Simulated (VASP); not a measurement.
# Sb in VASP: notebook

Aim: see how the results for Sb move with the level of theory and the settings. Levels: PBE, r2SCAN. Tasks: single point.

Program: VASP 6.6.1. These are calculated values, not measurements. Logs are shortened: lines on timing, memory, paths and dates and some standing lists are left out, and cuts for length are marked.

### 1 The cell of the first run

The cell holds a slab with vacuum, 4 atoms: a = 5.258 Å, b = 4.346 Å, c = 29.022 Å, α = 90.00°, β = 90.00°, γ = 90.00°.

### 2 Single point, PBE (strain +2.5%)

File INCAR:

```
  PREC = Accurate
  ENCUT = 520
  EDIFF = 1E-7
  ISMEAR = -1
  SIGMA = 0.02
  LREAL = False
  LASPH = True
  NELM = 80
  ALGO = Normal
  ISIF = 2
  LWAVE = False
  LCHARG = True
  LDIPOL = True
  IDIPOL = 3
  DIPOL = 0.5 0.5 0.327
  GGA = PE
  LELF = True
  LVHAR = True
  LVACPOTAV = True
  NBANDS = 18
```

File KPOINTS:

```
Automatic mesh
0
Gamma
  6 6 1
```

File POSCAR:

```
Sb
1.0
    5.2576507227      0.0000000000      0.0000000000
    0.0000000000      4.3460783334      0.0000000000
    0.0000000000      0.0000000000     29.0216962420
Sb
4
Direct
    0.0658307549      0.0000000000      0.3748890330
    0.4341692451      0.5000000000      0.3748890330
    0.5658307549      0.5000000000      0.2797935825
    0.9341692451      0.0000000000      0.2797935825
```

Potentials or basis: VASP PAW PBE potentials, release 64 (Sb).

Command:

```
$ cat potpaw_PBE.64/Sb/POTCAR > POTCAR
$ mpirun -np 1 vasp_std > vasp.out
```

OUTCAR:

```text
PREC = Accurate
   ENCUT = 520
   EDIFF = 1E-7
   ISMEAR = -1
   LREAL = False
   LASPH = True
   NELM = 80
   ISIF = 2
   GGA = PE

 ion  position               nearest neighbor table
   1  0.066  0.000  0.375-   4 2.85   2 2.91   2 2.91
   2  0.434  0.500  0.375-   3 2.85   1 2.91   1 2.91
   3  0.566  0.500  0.280-   2 2.85   4 2.91   4 2.91
   4  0.934  0.000  0.280-   1 2.85   3 2.91   3 2.91

  LATTYP: Found a simple orthorhombic cell.
 ALAT       =     4.3460783334
 B/A-ratio  =     1.2097459639
 C/A-ratio  =     6.6776744494

  Lattice vectors:

 A1 = (   0.0000000000,  -4.3460783334,   0.0000000000)
 A2 = (   5.2576507227,   0.0000000000,   0.0000000000)
 A3 = (   0.0000000000,   0.0000000000,  29.0216962420)

Analysis of symmetry for initial positions (statically):
=====================================================================
 Subroutine PRICEL returns:
 Original cell was already a primitive cell.

 Routine SETGRP: Setting up the symmetry group for a
 simple orthorhombic supercell.

 Subroutine GETGRP returns: Found  8 space group operations
 (whereof  2 operations were pure point group operations)
 out of a pool of  8 trial point group operations.

The static configuration has the point symmetry C_1h.
 The point group associated with its full space group is D_2h.

Analysis of symmetry for dynamics (positions and initial velocities):
=====================================================================
 Subroutine PRICEL returns:
 Original cell was already a primitive cell.

 Routine SETGRP: Setting up the symmetry group for a
 simple orthorhombic supercell.

 Subroutine GETGRP returns: Found  8 space group operations
 (whereof  2 operations were pure point group operations)
 out of a pool of  8 trial point group operations.

The dynamic configuration has the point symmetry C_1h.
 The point group associated with its full space group is D_2h.

 Subroutine INISYM returns: Found  8 space group operations
 (whereof  2 operations are pure point group operations),
 and found     1 'primitive' translations

----------------------------------------------------------------------------------------

                                     Primitive cell

  volume of cell :     663.1505

  direct lattice vectors                    reciprocal lattice vectors
     5.257650723  0.000000000  0.000000000     0.190199017  0.000000000  0.000000000
     0.000000000  4.346078333  0.000000000     0.000000000  0.230092493  0.000000000
     0.000000000  0.000000000 29.021696242     0.000000000  0.000000000  0.034456980
[... 88 lines left out ...]
   TEBEG  =    0.0;   TEEND  =   0.0 temperature during run
   PSTRESS=    0.0 pullay stress
   NELECT =      20.0000    total number of electrons
   NUPDOWN=      -1.0000    fix difference up-down
   EMIN   =  10.00;   EMAX   =-10.00  energy-range for DOS
   EFERMI =   0.00;   METHOD = LEGACY
   ISMEAR =    -1;   SIGMA  =   0.02  broadening in eV -4-tet -1-fermi 0-gaus
   EFERMI_NEDOS =   21; number of points for ismear=-14 and -15
   IALGO  =     38    algorithm
   IMIX   =      4    mixing-type and parameters
     AMIX     =   0.40;   BMIX     =  1.00
     AMIX_MAG =   1.60;   BMIX_MAG =  1.00
  volume/ion in A,a.u.               =     165.79      1118.79
  Fermi-wavevector in a.u.,A,eV,Ry     =   0.509582  0.962970  3.533078  0.259674
  Thomas-Fermi vector in A             =   1.522162
   LORBIT       =      0    0 simple, 1 ext, 2 COOP (PROOUT), +10 PAW based schemes
   GGA     = PE    functional components
   LHFCALC =     F    Hartree Fock is set to
   AEXX    =    0.0000 exact exchange contribution
   IVDW    =     0    specifies the selected vdW correction
   LEPSILON=     F    determine dielectric tensor
   LRPA    =     F    only Hartree local field effects (RPA)
 non-spin polarized calculation
  energy-cutoff  :      520.00
  volume of cell :      663.15
 maximum number of plane-waves:     17920
 NGX is ok and might be reduce to    40
   NGX = 19   NGY = 17   NGZ =107

 dipolmoment           0.000000      0.000000      0.000001 electrons x Angstroem

 number of electron      19.9999998 magnetization

 dipolmoment           0.000000      0.000000     -0.000000 electrons x Angstroem

 Free energy of the ion-electron system (eV)
  ---------------------------------------------------
  ext. energy  EPLUGINS =         0.00000000
  ---------------------------------------------------
  free energy    TOTEN  =       -16.10228756 eV

  energy without entropy =      -16.10228742  energy(sigma->0) =      -16.10228749

 E-fermi :  -2.0468     XC(G=0):  -2.2463

 val. band max:       -2.3062752510   @ k =   0.3333   0.0000   0.0000
 cond. band min:      -1.7872735088   @ k =   0.3333   0.0000   0.0000
 fundamental gap:      0.5190017423
 Fermi energy:        -2.0467752723

 k-point     1 :       0.0000    0.0000    0.0000
  band No.  band energies     occupation
      1     -13.8971      2.00000
      2     -12.1569      2.00000
      3     -10.1945      2.00000
      4      -7.7407      2.00000
      5      -5.9661      2.00000
      6      -5.2347      2.00000
[... 313 lines left out ...]
      5      -6.1238      2.00000
      6      -6.1238      2.00000
[... 10 lines left out ...]
     17       2.8663      0.00000
     18       2.8663      0.00000

------------------------ aborting loop because EDIFF is reached ----------------------------------------

 vacuum level on the upper side and lower side of the slab       (xc-potential included)        -0.051        -0.051

  FORCE on cell =-STRESS in cart. coord.  units (eV):
  Direction    XX          YY          ZZ          XY          YZ          ZX
  --------------------------------------------------------------------------------------
  -------------------------------------------------------------------------------------
  Total       -0.2780099     -1.0103815      1.1139921      0.0000000      0.0000000      0.0000000
  in kB       -0.6716743     -2.4410905      2.6914146      0.0000000      0.0000000      0.0000000
  external PRESSURE =      -0.1404500 kB  Pullay stress =       0.0000000 kB

 VOLUME and BASIS-vectors are now :
 -----------------------------------------------------------------------------
  energy-cutoff  :      520.00
  volume of cell :      663.15
      direct lattice vectors                 reciprocal lattice vectors
     5.257650723  0.000000000  0.000000000     0.190199017  0.000000000  0.000000000
     0.000000000  4.346078333  0.000000000     0.000000000  0.230092493  0.000000000
     0.000000000  0.000000000 29.021696242     0.000000000  0.000000000  0.034456980

 POSITION                                       TOTAL-FORCE (eV/Angst)
 -----------------------------------------------------------------------------------
      0.34612      0.00000     10.87992        -0.186353      0.000000      0.202744
      2.28271      2.17304     10.87992         0.186353      0.000000      0.202744
      2.97494      2.17304      8.12008        -0.186353      0.000000     -0.202744
      4.91154      0.00000      8.12008         0.186353      0.000000     -0.202744
 -----------------------------------------------------------------------------------
    total drift:                                0.000000      0.000000     -0.000001

  FREE ENERGIE OF THE ION-ELECTRON SYSTEM (eV)
  ---------------------------------------------------
  free  energy   TOTEN  =       -16.1022875608 eV

  energy  without entropy=      -16.1022874169  energy(sigma->0) =      -16.10228749

 vacuum level on the upper side and lower side of the slab         2.037         2.037
```

OSZICAR:

```text
N       E                     dE             d eps       ncg     rms          rms(c)
DAV:   1     0.119069781054E+03    0.11907E+03   -0.49588E+03   576   0.698E+02
DAV:   2    -0.206657014316E+01   -0.12114E+03   -0.11489E+03   894   0.116E+02
DAV:   3    -0.158050177197E+02   -0.13738E+02   -0.13673E+02   750   0.462E+01
[... 15 lines left out ...]
DAV:  19    -0.161022863032E+02   -0.44538E-05   -0.11234E-07   536   0.863E-04    0.131E-04
DAV:  20    -0.161022870111E+02   -0.70784E-06   -0.42897E-09   580   0.255E-04    0.289E-05
DAV:  21    -0.161022874397E+02   -0.42864E-06   -0.37520E-09   506   0.194E-04    0.145E-05
DAV:  22    -0.161022875509E+02   -0.11121E-06    0.12126E-09   486   0.937E-05    0.352E-06
DAV:  23    -0.161022875608E+02   -0.99193E-08    0.22010E-09   400   0.317E-05
   1 F= -.16102288E+02 E0= -.16102287E+02  d E =-.143959E-06
```

stdout:

```text
POSCAR found type information on POSCAR Sb
 POSCAR found :  1 types and       4 ions
 scaLAPACK will be used
 LDA part: xc-table for (Slater+PW92), standard interpolation
 POSCAR, INCAR and KPOINTS ok, starting setup
 FFT: planning ... GRIDC
 FFT: planning ... GRID_SOFT
 FFT: planning ... GRID
 WAVECAR not read
 entering main loop
```

It took 2.9 min on 1 thread of Intel Xeon 6975P-C (Granite Rapids), shared host; peak memory 0.63 GiB.

Results:

```yaml
Free_energy: -16.1023 eV
Largest_force: 0.275 eV/Å
Band_gap_on_the_k_mesh: 0.52 eV, direct
Ionisation_potential_of_the_upper_face: 4.34 eV
```

Forces in eV/Å, atoms in the order of the input:
```
Sb  -0.186  0.000  0.203
Sb   0.186  0.000  0.203
Sb  -0.186  0.000 -0.203
Sb   0.186  0.000 -0.203
```

Caveat: the cell differs from its parent crystal (strain +2.5%); spin-orbit coupling is left out, which moves the levels of the heavy elements.

### 3 Single point, r2SCAN (uniaxial y strain -3.0%)

File POSCAR:

```
Sb
1.0
    5.1294153392      0.0000000000      0.0000000000
    0.0000000000      4.1128741301      0.0000000000
    0.0000000000      0.0000000000     29.0216962420
Sb
4
Direct
    0.0564372717      0.0000000000      0.3752430688
    0.4435627283      0.5000000000      0.3752430688
    0.5564372717      0.5000000000      0.2794395467
    0.9435627283      0.0000000000      0.2794395467
```

File INCAR.step1:

```
PREC = Accurate ; ENCUT = 520
ISMEAR = 0 ; SIGMA = 0.01
LREAL = False ; LASPH = True
NELM = 80 ; LDIPOL = True
IDIPOL = 3 ; DIPOL = 0.5 0.5 0.327
NBANDS = 18 ; GGA = PE
ALGO = Normal ; EDIFF = 1E-4
LWAVE = True ; LCHARG = False
```

File INCAR.step2:

```
PREC = Accurate ; ENCUT = 520
EDIFF = 1E-7 ; ISMEAR = 0
SIGMA = 0.01 ; LREAL = False
LASPH = True ; NELM = 80
ALGO = Normal ; ISIF = 2
LWAVE = False ; LCHARG = False
LDIPOL = True ; IDIPOL = 3
DIPOL = 0.5 0.5 0.327 ; METAGGA = R2SCAN
LMIXTAU = True ; NBANDS = 18
ISTART = 1
```

KPOINTS is that of step 2.

Potentials or basis: VASP PAW PBE potentials, release 64 (Sb).

Command:

```
$ cat potpaw_PBE.64/Sb/POTCAR > POTCAR
$ cp INCAR.step1 INCAR
$ mpirun -np 1 vasp_std > vasp.out
$ cp INCAR.step2 INCAR
$ mpirun -np 1 vasp_std > vasp.out
```

It took 8.9 min on 1 thread of Intel Xeon 6975P-C (Granite Rapids), shared host; peak memory 0.7 GiB.

It converged, with:

```
Free energy            : -102.3394 eV
Largest force          : 0.078 eV/Å
Band gap on the k mesh : 0.53 eV, indirect (least direct gap 0.72 eV)
```

Forces on the atoms (eV/Å):
```
Sb  -0.032  0.000  0.071
Sb   0.032  0.000  0.071
Sb  -0.032  0.000 -0.071
Sb   0.032  0.000 -0.071
```

Levels at points of the mesh, in eV from the valence-band top:
| k point | band 6 | band 7 | band 8 | band 9 | band 10 | band 11 | band 12 | band 13 | band 14 | band 15 |
| --- | --- | --- | --- | --- | --- | --- | --- | --- | --- | --- |
| (0.00, 0.00, 0.00) | -3.61 | -2.46 | -1.88 | -1.04 | -0.19 | 0.53 | 2.26 | 2.68 | 2.99 | 4.13 |
| (0.50, 0.00, 0.00) | -2.61 | -1.41 | -1.41 | -0.40 | -0.40 | 1.55 | 1.55 | 2.34 | 2.34 | 2.50 |
| (0.00, 0.50, 0.00) | -3.02 | -2.06 | -2.06 | -1.73 | -1.73 | 1.02 | 1.02 | 1.26 | 1.26 | 2.57 |
| (0.50, 0.50, 0.00) | -4.45 | -3.63 | -3.63 | -1.61 | -1.61 | 2.38 | 2.38 | 4.16 | 4.16 | 4.81 |

Caveat: the cell differs from its parent crystal (uniaxial y strain -3.0%); the PAW data sets were made with another functional, which shifts forces and pressure a little; spin-orbit coupling is left out, which moves the levels of the heavy elements.
